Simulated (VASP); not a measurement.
# CsSnBr3 (xp) (Pm-3m) in VASP: single point with PBE

Aim: the single point of CsSnBr3 (xp) with PBE.

Everything below comes from runs of VASP 6.6.1. Logs are shortened: lines on timing, memory, paths and dates and some standing lists are left out, and cuts for length are marked.

## (1) The cell of the first run

Symmetry: Pm-3m, No. 221, cubic system. The conventional cell has a = 5.785 Å, b = 5.785 Å, c = 5.785 Å, α = 90.00°, β = 90.00°, γ = 90.00°. Cs (site symmetry m-3m) has 12 Br at 4.09 Å and 8 Sn at 5.01 Å within 5.4 Å. Sn (site symmetry m-3m) has 6 Br at 2.89 Å within 3.8 Å. Br (site symmetry 4/mmm) has 2 Sn at 2.89 Å within 3.8 Å.

## (2) Single point, PBE

Input file INCAR:

```
SYSTEM = CsSnBr3
PREC = Accurate
ENCUT = 500
EDIFF = 1E-6
ISMEAR = 0
SIGMA = 0.02
LREAL = .FALSE.
LASPH = .TRUE.
NELM = 120
ALGO = Normal
ISIF = 2
LWAVE = .FALSE.
LCHARG = .FALSE.
GGA = PE
NBANDS = 30
GGA_COMPAT = .FALSE.
```

Input file KPOINTS:

```
regular mesh
0
G
  6 6 6
  0 0 0
```

Input file POSCAR:

```
CsSnBr3
1.0
    5.7848000000      0.0000000000      0.0000000000
    0.0000000000      5.7848000000      0.0000000000
    0.0000000000      0.0000000000      5.7848000000
Cs Sn Br
1 1 3
Direct
    0.0000000000      0.0000000000      0.0000000000
    0.5000000000      0.5000000000      0.5000000000
    0.5000000000      0.0000000000      0.5000000000
    0.5000000000      0.5000000000      0.0000000000
    0.0000000000      0.5000000000      0.5000000000
```

Potentials or basis: VASP PAW PBE potentials, release 64 (Cs_sv, Sn_d, Br).

On the command line:

```sh
> cat potpaw_PBE.64/Cs_sv/POTCAR potpaw_PBE.64/Sn_d/POTCAR potpaw_PBE.64/Br/POTCAR > POTCAR
> mpirun -np 1 vasp_std > vasp.out
```

OUTCAR:

```text
SYSTEM = CsSnBr3
   PREC = Accurate
   ENCUT = 500
   EDIFF = 1E-6
   ISMEAR = 0
   LREAL = .FALSE.
   LASPH = .TRUE.
   NELM = 120
   ISIF = 2
   GGA = PE

 ion  position               nearest neighbor table
   1  0.000  0.000  0.000-
   2  0.500  0.500  0.500-   3 2.89   4 2.89   5 2.89   4 2.89   3 2.89   5 2.89
   3  0.500  0.000  0.500-   2 2.89   2 2.89
   4  0.500  0.500  0.000-   2 2.89   2 2.89
   5  0.000  0.500  0.500-   2 2.89   2 2.89

  LATTYP: Found a simple cubic cell.
 ALAT       =     5.7848000000

  Lattice vectors:

 A1 = (   5.7848000000,   0.0000000000,   0.0000000000)
 A2 = (   0.0000000000,   5.7848000000,   0.0000000000)
 A3 = (   0.0000000000,   0.0000000000,   5.7848000000)

Analysis of symmetry for initial positions (statically):
=====================================================================
 Subroutine PRICEL returns:
 Original cell was already a primitive cell.

 Routine SETGRP: Setting up the symmetry group for a
 simple cubic supercell.

 Subroutine GETGRP returns: Found 48 space group operations
 (whereof 48 operations were pure point group operations)
 out of a pool of 48 trial point group operations.

The static configuration has the point symmetry O_h .

Analysis of symmetry for dynamics (positions and initial velocities):
=====================================================================
 Subroutine PRICEL returns:
 Original cell was already a primitive cell.

 Routine SETGRP: Setting up the symmetry group for a
 simple cubic supercell.

 Subroutine GETGRP returns: Found 48 space group operations
 (whereof 48 operations were pure point group operations)
 out of a pool of 48 trial point group operations.

The dynamic configuration has the point symmetry O_h .

 Subroutine INISYM returns: Found 48 space group operations
 (whereof 48 operations are pure point group operations),
 and found     1 'primitive' translations

----------------------------------------------------------------------------------------

                                     Primitive cell

  volume of cell :     193.5820

  direct lattice vectors                    reciprocal lattice vectors
     5.784800000  0.000000000  0.000000000     0.172866823  0.000000000  0.000000000
     0.000000000  5.784800000  0.000000000     0.000000000  0.172866823  0.000000000
     0.000000000  0.000000000  5.784800000     0.000000000  0.000000000  0.172866823

  length of vectors
     5.784800000  5.784800000  5.784800000     0.172866823  0.172866823  0.172866823

  position of ions in fractional coordinates (direct lattice)
     0.000000000  0.000000000  0.000000000
     0.500000000  0.500000000  0.500000000
     0.500000000  0.000000000  0.500000000
     0.500000000  0.500000000  0.000000000
     0.000000000  0.500000000  0.500000000

  ion indices of the primitive-cell ions
   primitive index   ion index
                 1           1
                 2           2
                 3           3
                 4           4
                 5           5

----------------------------------------------------------------------------------------

 KPOINTS: regular mesh

Automatic generation of k-mesh.
 Grid dimensions read from file:
 generate k-points for:    6    6    6

 Generating k-lattice:

  Cartesian coordinates                     Fractional coordinates (reciprocal lattice)
     0.028811137  0.000000000  0.000000000     0.166666667  0.000000000  0.000000000
     0.000000000  0.028811137  0.000000000     0.000000000  0.166666667  0.000000000
     0.000000000  0.000000000  0.028811137     0.000000000  0.000000000  0.166666667

  Length of vectors
     0.028811137  0.028811137  0.028811137

  Shift w.r.t. Gamma in fractional coordinates (k-lattice)
     0.000000000  0.000000000  0.000000000

 Subroutine IBZKPT returns following result:
 ===========================================

 Found     20 irreducible k-points:

 Following reciprocal coordinates:
            Coordinates               Weight
  0.000000  0.000000  0.000000      1.000000
  0.166667  0.000000  0.000000      6.000000
  0.333333  0.000000  0.000000      6.000000
  0.500000  0.000000  0.000000      3.000000
  0.166667  0.166667  0.000000     12.000000
  0.333333  0.166667  0.000000     24.000000
[... 12 lines left out ...]
  0.500000  0.500000  0.333333      6.000000
  0.500000  0.500000  0.500000      1.000000
   k-points           NKPTS =     20   k-points in BZ     NKDIM =     20   number of bands    NBANDS=     30
   number of dos      NEDOS =    301   number of ions     NIONS =      5
   total plane-waves  NPLWV =  74088
   dimension x,y,z NGX =    42 NGY =   42 NGZ =   42
   dimension x,y,z NGXF=    84 NGYF=   84 NGZF=   84
   ions per type =               1   1   3
   NGX,Y,Z   is equivalent  to a cutoff of  12.07, 12.07, 12.07 a.u.
   NGXF,Y,Z  is equivalent  to a cutoff of  24.14, 24.14, 24.14 a.u.
 SYSTEM =  CsSnBr3
   PREC   = accura    normal or accurate (medium, high low for compatibility)
   ISTART =      0    job   : 0-new  1-cont  2-samecut
   ICHARG =      2    charge: 1-file 2-atom 10-const
   ISPIN  =      1    spin polarized calculation?
   LNONCOLLINEAR =      F non collinear calculations
   LSORBIT =      F    spin-orbit coupling
   LASPH  =      T    aspherical Exc in radial PAW
   ENCUT  =  500.0 eV  36.75 Ry    6.06 a.u.  10.55 10.55 10.55*2*pi/ulx,y,z
   NELM   =    120;   NELMIN=  2; NELMDL= -5     # of ELM steps
   EDIFF  = 0.1E-05   stopping-criterion for ELM
   LREAL  =      F    real-space projection
   EDIFFG = 0.1E-04   stopping-criterion for IOM
   NSW    =      0    number of steps for IOM
   IBRION =     -1    ionic relax: 0-MD 1-quasi-New 2-CG
   NFREE  =      0    steps in history (QN), initial steepest desc. (CG)
   ISIF   =      2    stress and relaxation
   ISYM   =      2    0-nonsym 1-usesym 2-fastsym
   POTIM  = 0.5000    time-step for ionic-motion
   TEBEG  =    0.0;   TEEND  =   0.0 temperature during run
   PSTRESS=    0.0 pullay stress
   NELECT =      44.0000    total number of electrons
   NUPDOWN=      -1.0000    fix difference up-down
   EMIN   =  10.00;   EMAX   =-10.00  energy-range for DOS
   EFERMI =   0.00;   METHOD = LEGACY
   ISMEAR =     0;   SIGMA  =   0.02  broadening in eV -4-tet -1-fermi 0-gaus
   EFERMI_NEDOS =   21; number of points for ismear=-14 and -15
   IALGO  =     38    algorithm
   IMIX   =      4    mixing-type and parameters
     AMIX     =   0.40;   BMIX     =  1.00
     AMIX_MAG =   1.60;   BMIX_MAG =  1.00
  volume/ion in A,a.u.               =      38.72       261.27
  Fermi-wavevector in a.u.,A,eV,Ry     =   0.999089  1.888004 13.581039  0.998178
  Thomas-Fermi vector in A             =   2.131356
   LORBIT       =      0    0 simple, 1 ext, 2 COOP (PROOUT), +10 PAW based schemes
   GGA     = PE    functional components
   LHFCALC =     F    Hartree Fock is set to
   AEXX    =    0.0000 exact exchange contribution
   IVDW    =     0    specifies the selected vdW correction
   LEPSILON=     F    determine dielectric tensor
   LRPA    =     F    only Hartree local field effects (RPA)
 non-spin polarized calculation
 Gauss-broadening in eV      SIGMA  =   0.02
  energy-cutoff  :      500.00
  volume of cell :      193.58
 maximum number of plane-waves:      4948
   NGX = 21   NGY = 21   NGZ = 21

 number of electron      44.0000003 magnetization

 Free energy of the ion-electron system (eV)
  ---------------------------------------------------
  ext. energy  EPLUGINS =         0.00000000
  ---------------------------------------------------
  free energy    TOTEN  =       -15.79164524 eV

  energy without entropy =      -15.79164524  energy(sigma->0) =      -15.79164524

 E-fermi :   2.6311     XC(G=0):  -7.7770

 val. band max:        2.5452645694   @ k =   0.5000   0.5000   0.5000
 cond. band min:       2.8974596410   @ k =   0.5000   0.5000   0.5000
 fundamental gap:      0.3521950716
 Fermi energy:         2.6310956598

 k-point     1 :       0.0000    0.0000    0.0000
  band No.  band energies     occupation
      1     -19.8960      2.00000
      2     -19.7801      2.00000
      3     -19.7801      2.00000
      4     -19.7475      2.00000
      5     -19.7475      2.00000
      6     -19.7475      2.00000
[... 22 lines left out ...]
     29       7.4912      0.00000
     30       7.4912      0.00000

 k-point     2 :       0.1667    0.0000    0.0000
  band No.  band energies     occupation
      1     -19.8956      2.00000
      2     -19.7801      2.00000
      3     -19.7783      2.00000
      4     -19.7476      2.00000
      5     -19.7476      2.00000
      6     -19.7475      2.00000
[... 22 lines left out ...]
     29       6.5583      0.00000
     30       7.4410      0.00000

 k-point     3 :       0.3333    0.0000    0.0000
  band No.  band energies     occupation
      1     -19.8949      2.00000
      2     -19.7801      2.00000
      3     -19.7747      2.00000
      4     -19.7477      2.00000
      5     -19.7477      2.00000
      6     -19.7475      2.00000
[... 22 lines left out ...]
     29       6.7795      0.00000
     30       7.6047      0.00000

 k-point     4 :       0.5000    0.0000    0.0000
  band No.  band energies     occupation
      1     -19.8945      2.00000
      2     -19.7801      2.00000
      3     -19.7730      2.00000
      4     -19.7478      2.00000
      5     -19.7478      2.00000
      6     -19.7475      2.00000
[... 484 lines left out ...]
     29       7.0023      0.00000
     30       7.5801      0.00000

 k-point    19 :       0.5000    0.5000    0.3333
  band No.  band energies     occupation
      1     -19.8926      2.00000
      2     -19.7711      2.00000
      3     -19.7693      2.00000
      4     -19.7480      2.00000
      5     -19.7480      2.00000
      6     -19.7480      2.00000
[... 22 lines left out ...]
     29       6.8330      0.00000
     30       7.7406      0.00000

 k-point    20 :       0.5000    0.5000    0.5000
  band No.  band energies     occupation
      1     -19.8923      2.00000
      2     -19.7693      2.00000
      3     -19.7693      2.00000
      4     -19.7480      2.00000
      5     -19.7480      2.00000
      6     -19.7480      2.00000
[... 22 lines left out ...]
     29       6.7008      0.00000
     30       7.9836      0.00000

------------------------ aborting loop because EDIFF is reached ----------------------------------------

  FORCE on cell =-STRESS in cart. coord.  units (eV):
  Direction    XX          YY          ZZ          XY          YZ          ZX
  --------------------------------------------------------------------------------------
  -------------------------------------------------------------------------------------
  Total        1.5209349      1.5209349      1.5209349      0.0000000      0.0000000     -0.0000000
  in kB       12.5879832     12.5879832     12.5879832      0.0000000      0.0000000     -0.0000000
  external PRESSURE =      12.5879832 kB  Pullay stress =       0.0000000 kB

 VOLUME and BASIS-vectors are now :
 -----------------------------------------------------------------------------
  energy-cutoff  :      500.00
  volume of cell :      193.58
      direct lattice vectors                 reciprocal lattice vectors
     5.784800000  0.000000000  0.000000000     0.172866823  0.000000000  0.000000000
     0.000000000  5.784800000  0.000000000     0.000000000  0.172866823  0.000000000
     0.000000000  0.000000000  5.784800000     0.000000000  0.000000000  0.172866823

 POSITION                                       TOTAL-FORCE (eV/Angst)
 -----------------------------------------------------------------------------------
      0.00000      0.00000      0.00000         0.000000      0.000000      0.000000
      2.89240      2.89240      2.89240         0.000000      0.000000      0.000000
      2.89240      0.00000      2.89240         0.000000      0.000000      0.000000
      2.89240      2.89240      0.00000         0.000000      0.000000      0.000000
      0.00000      2.89240      2.89240         0.000000      0.000000      0.000000
 -----------------------------------------------------------------------------------
    total drift:                                0.000000     -0.000000     -0.000000

  FREE ENERGIE OF THE ION-ELECTRON SYSTEM (eV)
  ---------------------------------------------------
  free  energy   TOTEN  =       -15.7916452444 eV

  energy  without entropy=      -15.7916452444  energy(sigma->0) =      -15.79164524
```

Wall time 2.8 min (1 thread of Intel Xeon 8259CL, shared host); peak memory 0.32 GiB.

What came out:

```yaml
Free_energy: -15.7916 eV
Pressure: 1.3 GPa
Band_gap_on_the_k_mesh: 0.35 eV, direct
```

Caveat: spin-orbit coupling is left out, which moves the levels of the heavy elements. A k mesh can miss the band edges.
